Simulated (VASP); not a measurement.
# MgB2 (P6/mmm) in VASP: further runs, part 2 of 2

VASP 6.6.1. The steps go on from the part before.

**4. Electric field gradients, LDA (volume scaled by 1.04)**

Contents of INCAR:

```
SYSTEM = MgB2
  PREC = Accurate
  ENCUT = 520
  EDIFF = 1E-8
  ISMEAR = -1
  SIGMA = 0.05
  LREAL = .False.
  LASPH = .True.
  NELM = 60
  ALGO = Normal
  ISIF = 2
  LWAVE = .False.
  LCHARG = .False.
  LEFG = .True.
  NBANDS = 11
```

Contents of KPOINTS:

```
Automatic mesh
0
Gamma
  15 15 12
  0 0 0
```

Contents of POSCAR:

```
MgB2
1.0
    3.1255974756      0.0000000000      0.0000000000
   -1.5627987378      2.7068468159      0.0000000000
    0.0000000000      0.0000000000      3.5693605797
Mg B
1 2
Direct
    0.0000000000      0.0000000000      0.0000000000
    0.3333333333      0.6666666667      0.5000000000
    0.6666666667      0.3333333333      0.5000000000
```

Potentials or basis: VASP PAW LDA potentials, release 64 (Mg, B).

Launch:

```bash
$ cat potpaw_LDA.64/Mg/POTCAR potpaw_LDA.64/B/POTCAR > POTCAR
$ mpirun -np 1 vasp_std > vasp.out
```

OUTCAR:

```text
SYSTEM = MgB2
   PREC = Accurate
   ENCUT = 520
   EDIFF = 1E-8
   ISMEAR = -1
   LREAL = .False.
   LASPH = .True.
   NELM = 60
   ISIF = 2

 ion  position               nearest neighbor table
   1  0.000  0.000  0.000-   2 2.54   3 2.54   2 2.54   3 2.54   3 2.54   3 2.54   2 2.54   2 2.54
                             3 2.54   3 2.54   2 2.54   2 2.54
   2  0.333  0.667  0.500-   3 1.80   3 1.80   3 1.80   1 2.54   1 2.54   1 2.54   1 2.54   1 2.54
                             1 2.54
   3  0.667  0.333  0.500-   2 1.80   2 1.80   2 1.80   1 2.54   1 2.54   1 2.54   1 2.54   1 2.54
                             1 2.54

  LATTYP: Found a hexagonal cell.
 ALAT       =     3.1255974756
 C/A-ratio  =     1.1419770484
[... 563 lines left out ...]
 ion       V_xx      V_yy      V_zz      V_xy      V_xz      V_yz
---------------------------------------------------------------------
   1       0.264     0.264    -0.529    -0.000    -0.000     0.000
   2      -9.720    -9.720    19.440     0.000     0.000    -0.000
   3      -9.720    -9.720    19.440     0.000     0.000     0.000
---------------------------------------------------------------------

 Electric field gradients after diagonalization (V/A^2)
 (convention: |V_zz| > |V_xx| > |V_yy|)
----------------------------------------------------------------------
 ion       V_xx      V_yy      V_zz     asymmetry (V_yy - V_xx)/ V_zz
----------------------------------------------------------------------
   1       0.264     0.264    -0.529       0.000
   2      -9.720    -9.720    19.440       0.000
   3      -9.720    -9.720    19.440       0.000
----------------------------------------------------------------------

           NMR quadrupolar parameters

 Cq : quadrupolar parameter    Cq=e*Q*V_zz/h
 eta: asymmetry parameters     (V_yy - V_xx)/ V_zz
 Q  : nuclear electric quadrupole moment in mb (millibarn)
----------------------------------------------------------------------
 ion       Cq(MHz)       eta       Q (mb)
----------------------------------------------------------------------
   1      -0.001       0.000       1.000
   2       0.047       0.000       1.000
   3       0.047       0.000       1.000
----------------------------------------------------------------------
```

Wall time 16 s (1 thread of Intel Xeon 6975P-C (Granite Rapids), shared host); peak memory 0.18 GiB.

Results:

| Property | Result |
| --- | --- |
| Free energy | -17.1720 eV |
| Pressure | -13.1 GPa |
| Band gap on the k mesh | zero (band 4 reaches 6.70 eV, above the bottom of band 5 at 3.00 eV) |

Electric field gradients, principal values (V/Å²):
```tsv
atom	least	middle	greatest (by size)
1 Mg	0.264	0.264	-0.529
2 B	-9.720	-9.720	19.440
3 B	-9.720	-9.720	19.440
```

Caveat: without QUAD_EFG the Cq values of the log hold for a quadrupole moment of 1 mb, not for the nuclei.

**5. Electric field gradients, LDA (volume scaled by 0.94)**

Contents of INCAR:

```
SYSTEM = MgB2
ALGO = Normal
EDIFF = 1E-8
ENCUT = 520
ISIF = 2
ISMEAR = -1
LASPH = .True.
LCHARG = .False.
LEFG = .True.
LREAL = .False.
LWAVE = .False.
NBANDS = 11
NELM = 80
PREC = Accurate
SIGMA = 0.05
```

Contents of KPOINTS:

```
k-points
0
Gamma
  15 15 12
  0 0 0
```

Contents of POSCAR:

```
MgB2
1.0
    3.0220238365      0.0000000000      0.0000000000
   -1.5110119183      2.6171494133      0.0000000000
    0.0000000000      0.0000000000      3.4510818610
Mg B
1 2
Direct
    0.0000000000      0.0000000000      0.0000000000
    0.3333333333      0.6666666667      0.5000000000
    0.6666666667      0.3333333333      0.5000000000
```

Potentials or basis: VASP PAW LDA potentials, release 64 (Mg, B).

Launch:

```bash
$ cat potpaw_LDA.64/Mg/POTCAR potpaw_LDA.64/B/POTCAR > POTCAR
$ mpirun -np 1 vasp_std > vasp.out
```

OUTCAR:

```text
SYSTEM = MgB2
   EDIFF = 1E-8
   ENCUT = 520
   ISIF = 2
   ISMEAR = -1
   LASPH = .True.
   LREAL = .False.
   NELM = 80
   PREC = Accurate

 ion  position               nearest neighbor table
   1  0.000  0.000  0.000-   2 2.45   3 2.45   2 2.45   3 2.45   3 2.45   3 2.45   2 2.45   2 2.45
                             3 2.45   3 2.45   2 2.45   2 2.45
   2  0.333  0.667  0.500-   3 1.74   3 1.74   3 1.74   1 2.45   1 2.45   1 2.45   1 2.45   1 2.45
                             1 2.45
   3  0.667  0.333  0.500-   2 1.74   2 1.74   2 1.74   1 2.45   1 2.45   1 2.45   1 2.45   1 2.45
                             1 2.45

  LATTYP: Found a hexagonal cell.
 ALAT       =     3.0220238365
 C/A-ratio  =     1.1419770484

  Lattice vectors:

 A1 = (   3.0220238365,   0.0000000000,   0.0000000000)
 A2 = (  -1.5110119183,   2.6171494133,   0.0000000000)
 A3 = (   0.0000000000,   0.0000000000,   3.4510818610)

Analysis of symmetry for initial positions (statically):
=====================================================================
[... 538 lines left out ...]
 POSITION                                       TOTAL-FORCE (eV/Angst)
 -----------------------------------------------------------------------------------
      0.00000      0.00000      0.00000        -0.000000      0.000000      0.000000
     -0.00000      1.74477      1.72554        -0.000000      0.000000     -0.000000
      1.51101      0.87238      1.72554         0.000000     -0.000000      0.000000
 -----------------------------------------------------------------------------------
    total drift:                                0.000000     -0.000000     -0.000000

  FREE ENERGIE OF THE ION-ELECTRON SYSTEM (eV)
  ---------------------------------------------------
  free  energy   TOTEN  =       -17.2889432112 eV

  energy  without entropy=      -17.2826781101  energy(sigma->0) =      -17.28581066

 Electric field gradients (V/A^2)
---------------------------------------------------------------------
 ion       V_xx      V_yy      V_zz      V_xy      V_xz      V_yz
---------------------------------------------------------------------
   1       0.380     0.380    -0.760     0.000    -0.000    -0.000
   2      -9.964    -9.964    19.929    -0.000     0.000    -0.000
   3      -9.964    -9.964    19.929    -0.000     0.000    -0.000
---------------------------------------------------------------------

 Electric field gradients after diagonalization (V/A^2)
 (convention: |V_zz| > |V_xx| > |V_yy|)
----------------------------------------------------------------------
 ion       V_xx      V_yy      V_zz     asymmetry (V_yy - V_xx)/ V_zz
----------------------------------------------------------------------
   1       0.380     0.380    -0.760       0.000
   2      -9.964    -9.964    19.929       0.000
   3      -9.964    -9.964    19.929       0.000
----------------------------------------------------------------------

           NMR quadrupolar parameters

 Cq : quadrupolar parameter    Cq=e*Q*V_zz/h
 eta: asymmetry parameters     (V_yy - V_xx)/ V_zz
 Q  : nuclear electric quadrupole moment in mb (millibarn)
----------------------------------------------------------------------
 ion       Cq(MHz)       eta       Q (mb)
----------------------------------------------------------------------
   1      -0.002       0.000       1.000
   2       0.048       0.000       1.000
   3       0.048       0.000       1.000
----------------------------------------------------------------------
```

Wall time 32 s (1 thread of Intel Xeon Platinum 8259CL at 2.50GHz (Skylake/Cascade Lake), shared host); peak memory 0.18 GiB.

Results:

- Free energy: -17.2889 eV
- Pressure: 1.3 GPa
- Band gap on the k mesh: zero (band 4 reaches 7.51 eV, above the bottom of band 5 at 3.56 eV)

Levels at points of the mesh, in eV from the Fermi level:
```csv
k point,band 1,band 2,band 3,band 4,band 5,band 6,band 7,band 8,band 9
"(0.00, 0.00, 0.00)",-12.65,-3.04,0.41,0.41,1.81,6.55,6.55,8.91,10.38
"(0.00, 0.00, 0.50)",-11.26,-7.71,0.81,0.81,6.86,6.86,8.28,10.36,10.96
```

Electric field gradients, principal values (V/Å²):
| atom | least | middle | greatest (by size) |
| --- | --- | --- | --- |
| 1 Mg | 0.380 | 0.380 | -0.760 |
| 2 B | -9.964 | -9.964 | 19.929 |
| 3 B | -9.964 | -9.964 | 19.929 |

Caveat: without QUAD_EFG the Cq values of the log hold for a quadrupole moment of 1 mb, not for the nuclei.

**6. Electric field gradients, LDA (volume scaled by 0.94)**

Contents of INCAR:

```
PREC = Accurate
ENCUT = 520
EDIFF = 1E-8
ISMEAR = -1
SIGMA = 0.05
LREAL = F
LASPH = T
NELM = 100
ALGO = Normal
ISIF = 2
LWAVE = F
LCHARG = F
LEFG = T
NBANDS = 11
```

Contents of KPOINTS:

```
Automatic mesh
0
Gamma
  15 15 12
```

POSCAR is that of step 5.

Potentials or basis: VASP PAW LDA potentials, release 64 (Mg, B).

Launch:

```bash
$ cat potpaw_LDA.64/Mg/POTCAR potpaw_LDA.64/B/POTCAR > POTCAR
$ mpirun -np 1 vasp_std > vasp.out
```

OUTCAR:

```text
PREC = Accurate
   ENCUT = 520
   EDIFF = 1E-8
   ISMEAR = -1
   LREAL = F
   LASPH = T
   NELM = 100
   ISIF = 2

 ion  position               nearest neighbor table
   1  0.000  0.000  0.000-   2 2.45   3 2.45   2 2.45   3 2.45   3 2.45   3 2.45   2 2.45   2 2.45
                             3 2.45   3 2.45   2 2.45   2 2.45
   2  0.333  0.667  0.500-   3 1.74   3 1.74   3 1.74   1 2.45   1 2.45   1 2.45   1 2.45   1 2.45
                             1 2.45
   3  0.667  0.333  0.500-   2 1.74   2 1.74   2 1.74   1 2.45   1 2.45   1 2.45   1 2.45   1 2.45
                             1 2.45

  LATTYP: Found a hexagonal cell.
 ALAT       =     3.0220238365
 C/A-ratio  =     1.1419770484

  Lattice vectors:

 A1 = (   3.0220238365,   0.0000000000,   0.0000000000)
 A2 = (  -1.5110119183,   2.6171494133,   0.0000000000)
 A3 = (   0.0000000000,   0.0000000000,   3.4510818610)

Analysis of symmetry for initial positions (statically):
=====================================================================
 Subroutine PRICEL returns:
[... 537 lines left out ...]
 POSITION                                       TOTAL-FORCE (eV/Angst)
 -----------------------------------------------------------------------------------
      0.00000      0.00000      0.00000        -0.000000      0.000000      0.000000
     -0.00000      1.74477      1.72554        -0.000000      0.000000     -0.000000
      1.51101      0.87238      1.72554         0.000000     -0.000000      0.000000
 -----------------------------------------------------------------------------------
    total drift:                                0.000000     -0.000000     -0.000000

  FREE ENERGIE OF THE ION-ELECTRON SYSTEM (eV)
  ---------------------------------------------------
  free  energy   TOTEN  =       -17.2889432112 eV

  energy  without entropy=      -17.2826781101  energy(sigma->0) =      -17.28581066

 Electric field gradients (V/A^2)
---------------------------------------------------------------------
 ion       V_xx      V_yy      V_zz      V_xy      V_xz      V_yz
---------------------------------------------------------------------
   1       0.380     0.380    -0.760     0.000    -0.000    -0.000
   2      -9.964    -9.964    19.929    -0.000     0.000    -0.000
   3      -9.964    -9.964    19.929    -0.000     0.000    -0.000
---------------------------------------------------------------------

 Electric field gradients after diagonalization (V/A^2)
 (convention: |V_zz| > |V_xx| > |V_yy|)
----------------------------------------------------------------------
 ion       V_xx      V_yy      V_zz     asymmetry (V_yy - V_xx)/ V_zz
----------------------------------------------------------------------
   1       0.380     0.380    -0.760       0.000
   2      -9.964    -9.964    19.929       0.000
   3      -9.964    -9.964    19.929       0.000
----------------------------------------------------------------------

           NMR quadrupolar parameters

 Cq : quadrupolar parameter    Cq=e*Q*V_zz/h
 eta: asymmetry parameters     (V_yy - V_xx)/ V_zz
 Q  : nuclear electric quadrupole moment in mb (millibarn)
----------------------------------------------------------------------
 ion       Cq(MHz)       eta       Q (mb)
----------------------------------------------------------------------
   1      -0.002       0.000       1.000
   2       0.048       0.000       1.000
   3       0.048       0.000       1.000
----------------------------------------------------------------------
```

stdout:

```text
POSCAR found type information on POSCAR MgB
 POSCAR found :  2 types and       3 ions
 scaLAPACK will be used
 LDA part: xc-table for (Slater(with rela. corr.)+CA(PZ))
 , standard interpolation
 POSCAR, INCAR and KPOINTS ok, starting setup
 FFT: planning ... GRIDC
 FFT: planning ... GRID_SOFT
 FFT: planning ... GRID
 WAVECAR not read
 entering main loop
ion   1

ion   2

ion   3
```

Wall time 32 s (1 thread of Intel Xeon Platinum 8259CL at 2.50GHz (Skylake/Cascade Lake), shared host); peak memory 0.18 GiB.

What came out:

```yaml
Free_energy: -17.2889 eV
Pressure: 1.3 GPa
Band_gap_on_the_k_mesh: zero (band 4 reaches 7.51 eV, above the bottom of band 5 at 3.56 eV)
```

Levels at points of the mesh, in eV from the Fermi level:
| k point | band 1 | band 2 | band 3 | band 4 | band 5 | band 6 | band 7 | band 8 |
| --- | --- | --- | --- | --- | --- | --- | --- | --- |
| (0.00, 0.00, 0.00) | -12.65 | -3.04 | 0.41 | 0.41 | 1.81 | 6.55 | 6.55 | 8.91 |
| (0.00, 0.00, 0.50) | -11.26 | -7.71 | 0.81 | 0.81 | 6.86 | 6.86 | 8.28 | 10.36 |

Electric field gradients, principal values (V/Å²):
```tsv
atom	least	middle	greatest (by size)
1 Mg	0.380	0.380	-0.760
2 B	-9.964	-9.964	19.929
3 B	-9.964	-9.964	19.929
```

Caveat: without QUAD_EFG the Cq values of the log hold for a quadrupole moment of 1 mb, not for the nuclei.

**7. The runs side by side**

```csv
cell,gap on the mesh (eV),pressure (GPa)
"a = 3.095, b = 3.095, c = 3.535 Å, angles 90.0, 90.0, 120.0°, 3 atoms",none,-9.5
"a = 3.126, b = 3.126, c = 3.569 Å, angles 90.0, 90.0, 120.0°, 3 atoms",none,-13.1
"a = 3.022, b = 3.022, c = 3.451 Å, angles 90.0, 90.0, 120.0°, 3 atoms",none,1.3
```

Alike in all rows: task electric field gradients; level LDA; potentials or basis VASP PAW LDA potentials, release 64 (Mg, B); no spin polarisation; k mesh 15 × 15 × 12; cutoff (eV) 520; smearing fermi-dirac 0.05 eV.

Total energies depend on the potentials used, so only differences within one code and one set of settings carry meaning.
